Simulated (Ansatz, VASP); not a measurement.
**La: VASP beside Ansatz**

Contents of INCAR:

```
SYSTEM = La
  ALGO = Normal
  EDIFF = 1E-6
  ENCUT = 520
  GGA = PS
  ISIF = 2
  ISMEAR = -1
  LASPH = .TRUE.
  LCHARG = .TRUE.
  LELF = .TRUE.
  LREAL = .FALSE.
  LVHAR = .TRUE.
  LWAVE = .FALSE.
  NBANDS = 12
  NELM = 80
  PREC = Accurate
  SIGMA = 0.1
```

The input KPOINTS:

```
k-points
0
G
  12 12 12
  0 0 0
```

File POSCAR:

```
La
1.0
    0.0000000000      2.5006909460      2.5006909460
    2.5006909460      0.0000000000      2.5006909460
    2.5006909460      2.5006909460      0.0000000000
La
1
Direct
    0.0000000000      0.0000000000      0.0000000000
```

Input for Ansatz:

```yaml
crystal:
  lattice:
    - [0.0, 2.500690946, 2.500690946]
    - [2.500690946, 0.0, 2.500690946]
    - [2.500690946, 2.500690946, 0.0]
  atoms:
    - { symbol: La, position: [0.0, 0.0, 0.0] }
hamiltonian:
  xc: pbesol
  pseudopotentials:
    kind: paw
    azcp:
      La: "pseudopotentials/La.paw.azcp"
basis:
  ecutwfc: 420
  fft_grid_basis: typed
kpoints:
  mp_grid: { grid: [12, 12, 12], shift: [0, 0, 0] }
magnetization:
  spin_polarized: false
scf:
  occupations: { method: fermi_dirac, width: 0.1 }
  lower_state_search: "off"
output:
  stress: true
```

Alike in both runs: task single point; functional PBEsol; k mesh 12 × 12 × 12; occupations fermi-dirac, width 0.1 eV; no spin polarisation.

|  | VASP | Ansatz |
| --- | --- | --- |
| version | VASP 6.6.1 | Ansatz 0.2.0 |
| potentials or method | VASP PAW PBE potentials, release 64 (La), cutoff 520 eV | plane waves (420 eV) with PAW, scalar-relativistic |
| valence electrons in the cell | 11 | 11 |

Ansatz gave:

```
pressure (GPa) : 2.4
```

Estimate VASP's values.

pressure (GPa): 2.5.

VASP's potentials were made for PBE, not for PBEsol, and Ansatz warns of the same on its side. With one functional, cell and mesh, what is left measures potentials, basis and numerics.

Spin-orbit coupling is off throughout.
